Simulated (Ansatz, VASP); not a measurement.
**K2ScSi2: VASP beside Ansatz**

Contents of POSCAR:

```
K2ScSi2
1.0
    0.0000000000      4.5186470000      0.0000000000
    4.5186470000      0.0000000000      0.0000000000
    2.2593230000      2.2593230000     -5.7697780000
Sc K Si
1 2 2
Direct
    0.0000000000      0.0000000000      0.0000000000
    0.7500000000      0.2500000000      0.5000000000
    0.2500000000      0.7500000000      0.5000000000
    0.3750000000      0.3750000000      0.2500000000
    0.6250000000      0.6250000000      0.7500000000
```

File INCAR.step1:

```
SYSTEM = K2ScSi2
PREC = Accurate
ENCUT = 520
ISMEAR = -1
SIGMA = 0.1
LREAL = .False.
LASPH = .True.
NELM = 80
NBANDS = 26
GGA = PE
ALGO = Normal
EDIFF = 1E-4
LWAVE = .True.
LCHARG = .False.
```

INCAR.step2

```
SYSTEM = K2ScSi2
PREC = Accurate
ENCUT = 520
EDIFF = 1E-7
ISMEAR = -1
SIGMA = 0.1
LREAL = .False.
LASPH = .True.
NELM = 80
ALGO = Normal
ISIF = 2
LWAVE = .False.
LCHARG = .True.
METAGGA = R2SCAN
LMIXTAU = .True.
LELF = .True.
LVHAR = .True.
NBANDS = 26
ISTART = 1
```

KPOINTS

```
regular mesh
0
Gamma
  4 4 4
  0 0 0
```

Input for Ansatz:

```yaml
crystal:
  lattice:
    - [0.0, 4.518647, 0.0]
    - [4.518647, 0.0, 0.0]
    - [2.259323, 2.259323, -5.769778]
  atoms:
    - { symbol: Sc, position: [0.0, 0.0, 0.0] }
    - { symbol: K, position: [0.75, 0.25, 0.5] }
    - { symbol: K, position: [0.25, 0.75, 0.5] }
    - { symbol: Si, position: [0.375, 0.375, 0.25] }
    - { symbol: Si, position: [0.625, 0.625, 0.75] }
  symmetry: { tolerance: 0.0003 }
kpoints:
  mp_grid: { grid: [4, 4, 4], shift: [0, 0, 0] }
magnetization:
  spin_polarized: false
scf:
  occupations: { method: fermi_dirac }
hamiltonian:
  pseudopotentials: { kind: paw }
  xc: r2scan
basis:
  ecutwfc: 500
output:
  forces: true
  stress: true
  eigenvalues: true
```

Alike in both runs: task single point; functional r2SCAN; k mesh 4 × 4 × 4; no spin polarisation.

|  | VASP | Ansatz |
| --- | --- | --- |
| version | VASP 6.6.1 | Ansatz 0.2.0 |
| potentials or method | VASP PAW PBE potentials, release 64 (Sc_sv, K_sv, Si), cutoff 520 eV | PAW plane waves |
| occupations | fermi-dirac, width 0.1 eV | fermi-dirac |
| valence electrons in the cell | 37 | 37 |

VASP gave:

| Item | Value |
| --- | --- |
| gap on the k mesh at the Fermi level (eV) | none |
| pressure (GPa) | 13.1 |
| traceless stress, the component that is largest in VASP (GPa) | 0.29 |
| rms of the force components (eV/Å) | 2.249 |

Q: Which values does Ansatz return?

A: gap on the k mesh at the Fermi level (eV): none; pressure (GPa): 12.8; traceless stress, the component that is largest in VASP (GPa): 0.33; rms of the force components (eV/Å): 2.229.

VASP's potentials were made for PBE, not for r2SCAN. Atom by atom the forces differ by 0.020 eV/Å (rms over components). A gap of «none» marks a metal or a gap that the smearing closes.

The k mesh is coarse, so the values compare programs but aren't converged.
